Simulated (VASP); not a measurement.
# MgS (P6_3mc) in VASP: a series of runs

Runs on MgS. Level: PBEsol. Tasks: single point.

Everything below comes from runs of VASP 6.6.1. Logs are shortened: lines on timing, memory, paths and dates and some standing lists are left out, and cuts for length are marked.

### Step 1. The cell of the first run

It takes space group P6_3mc (No. 186, hexagonal). Conventional cell: a = 4.065 Å, b = 4.065 Å, c = 6.287 Å, α = 90.00°, β = 90.00°, γ = 120.00°. Mg (site symmetry 3m) has 4 S at 2.35 to 2.48 Å within 3.1 Å. S (site symmetry 3m) has 4 Mg at 2.35 to 2.48 Å within 3.1 Å.

### Step 2. Single point, PBEsol (strained)

Input file INCAR:

```
ALGO     = Normal         # electronic algorithm
EDIFF    = 1E-6           # SCF threshold, eV
ENCUT    = 520            # plane-wave cutoff, eV
GGA      = PS             # functional
ISIF     = 2              # what is computed and relaxed
ISMEAR   = 0              # smearing method
LASPH    = T              # aspherical terms in the spheres
LCHARG   = F              # write CHGCAR
LREAL    = F              # projectors in reciprocal space
LWAVE    = F              # write WAVECAR
NBANDS   = 16             # bands
NELM     = 100            # most SCF steps
PREC     = Accurate       # precision mode
SIGMA    = 0.02           # smearing width, eV
```

Input file KPOINTS:

```
k-points
0
Gamma
  6 6 4
```

Input file POSCAR:

```
MgS
1.0
    4.0646399975      0.0000000000      0.0000000000
   -2.0323199988      3.5200814951      0.0000000000
    0.0000000000      0.0000000000      6.2871816233
Mg S
2 2
Direct
    0.6666666700      0.3333333300      0.5004188158
    0.3333333300      0.6666666700      1.0004188158
    0.3333333300      0.6666666700      0.3745801842
    0.6666666700      0.3333333300      0.8745801842
```

Potentials or basis: VASP PAW PBE potentials, release 64 (Mg, S).

Started as:

```sh
cat potpaw_PBE.64/Mg/POTCAR potpaw_PBE.64/S/POTCAR > POTCAR
mpirun -np 1 vasp_std > vasp.out
```

OUTCAR:

```text
EDIFF = 1E-6
   ENCUT = 520
   GGA = PS
   ISIF = 2
   ISMEAR = 0
   LASPH = T
   LREAL = F
   NELM = 100
   PREC = Accurate

 ion  position               nearest neighbor table
   1  0.667  0.333  0.500-   4 2.35   3 2.48   3 2.48   3 2.48
   2  0.333  0.667  0.000-   3 2.35   4 2.48   4 2.48   4 2.48
   3  0.333  0.667  0.375-   2 2.35   1 2.48   1 2.48   1 2.48
   4  0.667  0.333  0.875-   1 2.35   2 2.48   2 2.48   2 2.48

  LATTYP: Found a hexagonal cell.
 ALAT       =     4.0646399975
 C/A-ratio  =     1.5467991328

  Lattice vectors:

 A1 = (   4.0646399975,   0.0000000000,   0.0000000000)
 A2 = (  -2.0323199988,   3.5200814951,   0.0000000000)
 A3 = (   0.0000000000,   0.0000000000,   6.2871816233)

Analysis of symmetry for initial positions (statically):
=====================================================================
 Subroutine PRICEL returns:
 Original cell was already a primitive cell.

 Routine SETGRP: Setting up the symmetry group for a
 hexagonal supercell.

 Subroutine GETGRP returns: Found 12 space group operations
 (whereof  6 operations were pure point group operations)
 out of a pool of 24 trial point group operations.

The static configuration has the point symmetry C_3v.
 The point group associated with its full space group is C_6v.

Analysis of symmetry for dynamics (positions and initial velocities):
=====================================================================
 Subroutine PRICEL returns:
 Original cell was already a primitive cell.

 Routine SETGRP: Setting up the symmetry group for a
 hexagonal supercell.

 Subroutine GETGRP returns: Found 12 space group operations
 (whereof  6 operations were pure point group operations)
 out of a pool of 24 trial point group operations.

The dynamic configuration has the point symmetry C_3v.
 The point group associated with its full space group is C_6v.

 Subroutine INISYM returns: Found 12 space group operations
 (whereof  6 operations are pure point group operations),
 and found     1 'primitive' translations

----------------------------------------------------------------------------------------

                                     Primitive cell

  volume of cell :      89.9561

  direct lattice vectors                    reciprocal lattice vectors
     4.064639997  0.000000000  0.000000000     0.246024248  0.142042166  0.000000000
    -2.032319999  3.520081495  0.000000000     0.000000000  0.284084332  0.000000000
     0.000000000  0.000000000  6.287181623     0.000000000  0.000000000  0.159053780

  length of vectors
     4.064639997  4.064639998  6.287181623     0.284084332  0.284084332  0.159053780

  position of ions in fractional coordinates (direct lattice)
     0.666666670  0.333333330  0.500418816
     0.333333330  0.666666670  0.000418816
     0.333333330  0.666666670  0.374580184
     0.666666670  0.333333330  0.874580184

  ion indices of the primitive-cell ions
   primitive index   ion index
                 1           1
                 2           2
                 3           3
                 4           4

----------------------------------------------------------------------------------------

 KPOINTS: k-points

Automatic generation of k-mesh.
 Grid dimensions read from file:
 generate k-points for:    6    6    4

 Generating k-lattice:

  Cartesian coordinates                     Fractional coordinates (reciprocal lattice)
     0.041004041  0.023673694  0.000000000     0.166666667  0.000000000  0.000000000
     0.000000000  0.047347389  0.000000000     0.000000000  0.166666667  0.000000000
     0.000000000  0.000000000  0.039763445     0.000000000  0.000000000  0.250000000

  Length of vectors
     0.047347389  0.047347389  0.039763445

  Shift w.r.t. Gamma in fractional coordinates (k-lattice)
     0.000000000  0.000000000  0.000000000

 Subroutine IBZKPT returns following result:
 ===========================================

 Found     21 irreducible k-points:

 Following reciprocal coordinates:
            Coordinates               Weight
  0.000000  0.000000  0.000000      1.000000
  0.166667  0.000000  0.000000      6.000000
  0.333333 -0.000000  0.000000      6.000000
  0.500000 -0.000000  0.000000      3.000000
  0.166667  0.166667  0.000000      6.000000
  0.333333  0.166667  0.000000     12.000000
[... 13 lines left out ...]
  0.333333  0.166667  0.500000     12.000000
  0.333333  0.333333  0.500000      2.000000
   k-points           NKPTS =     21   k-points in BZ     NKDIM =     21   number of bands    NBANDS=     16
   number of dos      NEDOS =    301   number of ions     NIONS =      4
   total plane-waves  NPLWV =  43200
   dimension x,y,z NGX =    30 NGY =   30 NGZ =   48
   dimension x,y,z NGXF=    60 NGYF=   60 NGZF=   96
   ions per type =               2   2
   NGX,Y,Z   is equivalent  to a cutoff of  12.27, 12.27, 12.69 a.u.
   NGXF,Y,Z  is equivalent  to a cutoff of  24.54, 24.54, 25.38 a.u.
 SYSTEM =  unknown system
   PREC   = accura    normal or accurate (medium, high low for compatibility)
   ISTART =      0    job   : 0-new  1-cont  2-samecut
   ICHARG =      2    charge: 1-file 2-atom 10-const
   ISPIN  =      1    spin polarized calculation?
   LNONCOLLINEAR =      F non collinear calculations
   LSORBIT =      F    spin-orbit coupling
   LASPH  =      T    aspherical Exc in radial PAW
   ENCUT  =  520.0 eV  38.22 Ry    6.18 a.u.   7.56  7.56 11.69*2*pi/ulx,y,z
   NELM   =    100;   NELMIN=  2; NELMDL= -5     # of ELM steps
   EDIFF  = 0.1E-05   stopping-criterion for ELM
   LREAL  =      F    real-space projection
   EDIFFG = 0.1E-04   stopping-criterion for IOM
   NSW    =      0    number of steps for IOM
   IBRION =     -1    ionic relax: 0-MD 1-quasi-New 2-CG
   NFREE  =      0    steps in history (QN), initial steepest desc. (CG)
   ISIF   =      2    stress and relaxation
   ISYM   =      2    0-nonsym 1-usesym 2-fastsym
   POTIM  = 0.5000    time-step for ionic-motion
   TEBEG  =    0.0;   TEEND  =   0.0 temperature during run
   PSTRESS=    0.0 pullay stress
   NELECT =      16.0000    total number of electrons
   NUPDOWN=      -1.0000    fix difference up-down
   EMIN   =  10.00;   EMAX   =-10.00  energy-range for DOS
   EFERMI =   0.00;   METHOD = LEGACY
   ISMEAR =     0;   SIGMA  =   0.02  broadening in eV -4-tet -1-fermi 0-gaus
   EFERMI_NEDOS =   21; number of points for ismear=-14 and -15
   IALGO  =     38    algorithm
   IMIX   =      4    mixing-type and parameters
     AMIX     =   0.40;   BMIX     =  1.00
     AMIX_MAG =   1.60;   BMIX_MAG =  1.00
  volume/ion in A,a.u.               =      22.49       151.76
  Fermi-wavevector in a.u.,A,eV,Ry     =   0.920671  1.739816 11.532780  0.847635
  Thomas-Fermi vector in A             =   2.046003
   LORBIT       =      0    0 simple, 1 ext, 2 COOP (PROOUT), +10 PAW based schemes
   GGA     = PS    functional components
   LHFCALC =     F    Hartree Fock is set to
   AEXX    =    0.0000 exact exchange contribution
   IVDW    =     0    specifies the selected vdW correction
   LEPSILON=     F    determine dielectric tensor
   LRPA    =     F    only Hartree local field effects (RPA)
 non-spin polarized calculation
 Gauss-broadening in eV      SIGMA  =   0.02
  energy-cutoff  :      520.00
  volume of cell :       89.96
 maximum number of plane-waves:      2448
   NGX = 15   NGY = 15   NGZ = 23

 number of electron      16.0000001 magnetization

 Free energy of the ion-electron system (eV)
  ---------------------------------------------------
  ext. energy  EPLUGINS =         0.00000000
  ---------------------------------------------------
  free energy    TOTEN  =       -17.81278406 eV

  energy without entropy =      -17.81278406  energy(sigma->0) =      -17.81278406

 E-fermi :   1.2788     XC(G=0):  -8.5969

 val. band max:        1.1513698081   @ k =   0.0000   0.0000   0.0000
 cond. band min:       4.4945456000   @ k =   0.0000   0.0000   0.0000
 fundamental gap:      3.3431757919
 Fermi energy:         1.2787903053

 k-point     1 :       0.0000    0.0000    0.0000
  band No.  band energies     occupation
      1     -10.2593      2.00000
      2      -9.4410      2.00000
      3      -2.1560      2.00000
      4       0.5542      2.00000
      5       0.5542      2.00000
      6       1.0401      2.00000
[... 8 lines left out ...]
     15       9.7207      0.00000
     16      10.2397      0.00000

 k-point     2 :       0.1667    0.0000    0.0000
  band No.  band energies     occupation
      1     -10.1274      2.00000
      2      -9.3877      2.00000
      3      -1.9451      2.00000
      4      -0.1978      2.00000
      5       0.2584      2.00000
      6       0.3428      2.00000
[... 8 lines left out ...]
     15       9.6943      0.00000
     16       9.9897      0.00000

 k-point     3 :       0.3333   -0.0000    0.0000
  band No.  band energies     occupation
      1      -9.8109      2.00000
      2      -9.3078      2.00000
      3      -1.4743      2.00000
      4      -1.2508      2.00000
      5      -0.7654      2.00000
      6       0.0112      2.00000
[... 8 lines left out ...]
     15       9.8977      0.00000
     16      11.1188      0.00000

 k-point     4 :       0.5000   -0.0000    0.0000
  band No.  band energies     occupation
      1      -9.5884      2.00000
      2      -9.3173      2.00000
      3      -1.8473      2.00000
      4      -1.2057      2.00000
      5      -0.8309      2.00000
      6      -0.1292      2.00000
[... 8 lines left out ...]
     15      10.4478      0.00000
     16      12.2999      0.00000
[... 267 lines left out ...]
 k-point    19 :       0.1667    0.1667    0.5000
  band No.  band energies     occupation
      1      -9.6247      2.00000
      2      -9.6247      2.00000
      3      -1.3795      2.00000
      4      -1.3795      2.00000
      5       0.1342      2.00000
      6       0.1342      2.00000
[... 8 lines left out ...]
     15       9.9544      0.00000
     16       9.9544      0.00000

 k-point    20 :       0.3333    0.1667    0.5000
  band No.  band energies     occupation
      1      -9.4504      2.00000
      2      -9.4504      2.00000
      3      -1.8096      2.00000
      4      -1.8096      2.00000
      5      -0.2886      2.00000
      6      -0.2886      2.00000
[... 8 lines left out ...]
     15      10.4337      0.00000
     16      10.4337      0.00000

 k-point    21 :       0.3333    0.3333    0.5000
  band No.  band energies     occupation
      1      -9.3906      2.00000
      2      -9.3906      2.00000
      3      -1.7113      2.00000
      4      -1.7113      2.00000
      5      -0.8276      2.00000
      6      -0.8276      2.00000
[... 8 lines left out ...]
     15      10.4267      0.00000
     16      10.4267      0.00000

------------------------ aborting loop because EDIFF is reached ----------------------------------------

  FORCE on cell =-STRESS in cart. coord.  units (eV):
  Direction    XX          YY          ZZ          XY          YZ          ZX
  --------------------------------------------------------------------------------------
  -------------------------------------------------------------------------------------
  Total       -0.8527933     -0.8527933      2.3751641      0.0000000      0.0000000      0.0000000
  in kB      -15.1888037    -15.1888037     42.3032168      0.0000000      0.0000000      0.0000000
  external PRESSURE =       3.9752032 kB  Pullay stress =       0.0000000 kB

 VOLUME and BASIS-vectors are now :
 -----------------------------------------------------------------------------
  energy-cutoff  :      520.00
  volume of cell :       89.96
      direct lattice vectors                 reciprocal lattice vectors
     4.064639997  0.000000000  0.000000000     0.246024248  0.142042166  0.000000000
    -2.032319999  3.520081495  0.000000000     0.000000000  0.284084332  0.000000000
     0.000000000  0.000000000  6.287181623     0.000000000  0.000000000  0.159053780

 POSITION                                       TOTAL-FORCE (eV/Angst)
 -----------------------------------------------------------------------------------
      2.03232      1.17336      3.14622         0.000000      0.000000     -0.595127
     -0.00000      2.34672      0.00263         0.000000      0.000000     -0.595127
     -0.00000      2.34672      2.35505        -0.000000     -0.000000      0.595127
      2.03232      1.17336      5.49864         0.000000      0.000000      0.595127
 -----------------------------------------------------------------------------------
    total drift:                               -0.000010      0.000006      0.000463

  FREE ENERGIE OF THE ION-ELECTRON SYSTEM (eV)
  ---------------------------------------------------
  free  energy   TOTEN  =       -17.8127840610 eV

  energy  without entropy=      -17.8127840610  energy(sigma->0) =      -17.81278406
```

It took 14 s on 1 thread of Intel Xeon 6975P-C (Granite Rapids), shared host; peak memory 0.19 GiB.

Results:

```yaml
Free_energy: -17.8128 eV
Pressure: 0.4 GPa
Largest_force: 0.595 eV/Å
Band_gap_on_the_k_mesh: 3.34 eV, direct
```

Forces in eV/Å, atoms in the order of the input:
```
Mg   0.000  0.000 -0.595
Mg   0.000  0.000 -0.595
S    0.000  0.000  0.595
S    0.000  0.000  0.595
```

Levels at points of the mesh, in eV from the valence-band top:
| k point | band 4 | band 5 | band 6 | band 7 | band 8 | band 9 | band 10 | band 11 | band 12 | band 13 |
| --- | --- | --- | --- | --- | --- | --- | --- | --- | --- | --- |
| (0.00, 0.00, 0.00) | -0.60 | -0.60 | -0.11 | -0.11 | 0.00 | 3.34 | 4.49 | 7.35 | 7.35 | 8.50 |
| (0.50, 0.00, 0.00) | -2.36 | -1.98 | -1.28 | -1.01 | -0.39 | 4.55 | 5.17 | 5.76 | 7.28 | 8.29 |
| (0.00, 0.00, 0.50) | -1.96 | -0.36 | -0.36 | -0.36 | -0.36 | 4.78 | 4.78 | 7.47 | 7.47 | 7.47 |
| (0.50, 0.00, 0.50) | -3.15 | -0.88 | -0.88 | -0.79 | -0.79 | 4.56 | 4.56 | 6.35 | 6.35 | 9.12 |

Caveat: the cell differs from its parent crystal (strained); the PAW data sets were made with another functional, which shifts forces and pressure a little.

### Step 3. Single point, PBEsol (strained)

Input file INCAR:

```
PREC = Accurate
ENCUT = 520
EDIFF = 1E-7
ISMEAR = 0
SIGMA = 0.02
LREAL = False
LASPH = True
NELM = 80
ALGO = Normal
ISIF = 2
LWAVE = False
LCHARG = False
GGA = PS
NBANDS = 16
```

Input file KPOINTS:

```
Automatic mesh
0
Gamma
  6 6 4
```

Input file POSCAR:

```
MgS
1.0
    4.0731933970      0.0000000000      0.0000000000
   -2.0365966985      3.5274889564      0.0000000000
    0.0000000000      0.0000000000      6.6867557378
Mg S
2 2
Direct
    0.6666666700      0.3333333300      0.5004188158
    0.3333333300      0.6666666700      1.0004188158
    0.3333333300      0.6666666700      0.3745801842
    0.6666666700      0.3333333300      0.8745801842
```

Potentials or basis: VASP PAW PBE potentials, release 64 (Mg, S).

Started as:

```sh
cat potpaw_PBE.64/Mg/POTCAR potpaw_PBE.64/S/POTCAR > POTCAR
mpirun -np 1 vasp_std > vasp.out
```

It took 17 s on 1 thread of Intel Xeon 6975P-C (Granite Rapids), shared host; peak memory 0.2 GiB.

It converged, with:

```yaml
Free_energy: -17.8017 eV
Pressure: -3.3 GPa
Largest_force: 0.054 eV/Å
Band_gap_on_the_k_mesh: 3.07 eV, direct
```

Forces on the atoms (eV/Å):
```
Mg   0.000  0.000 -0.054
Mg   0.000  0.000 -0.054
S    0.000  0.000  0.054
S    0.000  0.000  0.054
```

Stress tensor (GPa, compression positive):
```
-3.01  0.00  0.00
 0.00 -3.01  0.00
 0.00  0.00 -3.82
```

Levels at points of the mesh, in eV from the valence-band top:
```csv
k point,band 4,band 5,band 6,band 7,band 8,band 9,band 10,band 11,band 12,band 13
"(0.00, 0.00, 0.00)",-0.36,-0.36,-0.05,0.00,0.00,3.07,4.62,7.50,7.50,7.82
"(0.50, 0.00, 0.00)",-2.29,-1.73,-1.00,-0.85,-0.34,4.74,5.01,5.52,7.43,7.90
"(0.00, 0.00, 0.50)",-1.85,-0.18,-0.18,-0.18,-0.18,4.64,4.64,7.24,7.24,7.66
"(0.50, 0.00, 0.50)",-2.87,-0.76,-0.76,-0.70,-0.70,4.47,4.47,6.16,6.16,8.92
```

Caveat: the cell differs from its parent crystal (strained); the PAW data sets were made with another functional, which shifts forces and pressure a little.

[end of part 1 of 2]
